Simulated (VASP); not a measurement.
Crystal: Zr2C3.

```
CELL_PARAMETERS angstrom
3.83100 0.00000 0.00000
0.00000 3.83100 0.00000
0.00000 0.00000 5.41785
ATOMIC_POSITIONS crystal
Zr 0.50000 0.00000 0.75000
Zr 0.00000 0.50000 0.25000
C 0.00000 0.00000 0.00000
C 0.50000 0.50000 0.50000
C 0.00000 0.00000 0.50000
```

```yaml
Program: VASP 6.6.1
Task: relaxation of cell and atoms
Functional: PBE
Potentials_or_basis: VASP PAW PBE potentials, release 64 (Zr_sv, C)
Cutoff: 600 eV
k_mesh: 4 × 4 × 4
Occupations: gaussian, width 0.1 eV
Spin: no spin polarisation
```

At the start: pressure -13.2 GPa; volume 15.90 Å³/atom.

Task: Where does the relaxation end?

Result: Over 45 steps the energy falls by 343.0 meV/atom and the volume is 12.18 Å³/atom (-23.4 %); space group P-4m2 (No. 115, to 0.05 Å).

The path:
```
step  energy change (eV)  largest force (eV/Å)  pressure (GPa)  volume (Å³)
   1              0.0000                0.9711          -13.16        79.52
   3             -0.3591                0.1928           -0.12        72.12
   5             -0.3627                0.0821            0.15        72.10
   7             -0.3682                0.1969           -0.13        72.56
   9             -0.3965                0.1141           -1.21        73.19
  11             -0.7829                0.6493           -6.76        74.80
  13             -0.8646                0.5143           -9.50        75.01
  15             -0.9634                0.2492          -12.58        74.84
  17             -0.9183                0.3715          -10.90        74.99
  19             -0.9197                0.3709          -11.04        75.02
  21             -0.9245                0.3586          -11.68        75.14
  23             -0.9258                0.3448          -12.01        75.20
  25             -0.9378                0.3261          -11.88        75.06
  27             -0.9898                0.2390          -11.25        74.44
  29             -1.1567                0.0244           -8.58        71.94
  31             -1.5244                0.7662            5.37        61.59
  33             -1.1910                0.5942            6.70        59.15
  35             -1.6104                0.6586            4.53        60.63
  37             -1.6380                0.5361            1.35        61.63
  39             -1.6546                0.4252           -1.12        62.34
  41             -1.7074                0.1680           -0.30        61.33
  43             -1.7104                0.0792           -0.02        61.02
  45             -1.7152                0.0018            0.40        60.89
```

Final structure:
```
Zr C
1.0
     4.43353    0.00000    0.00000
     0.00000    4.43353    0.00000
     0.00000    0.00000    3.09768
Zr C
2 3
Direct
  0.50000 0.00000 0.71806
  0.00000 0.50000 0.28194
  0.00000 0.00000 0.00000
  0.50000 0.50000 0.50000
  0.00000 0.00000 0.50000
```

Caveat: the k points lie up to 0.51 Å⁻¹ apart in the final cell; the volume moved by over 15 % at a fixed basis, so the end points are rough.
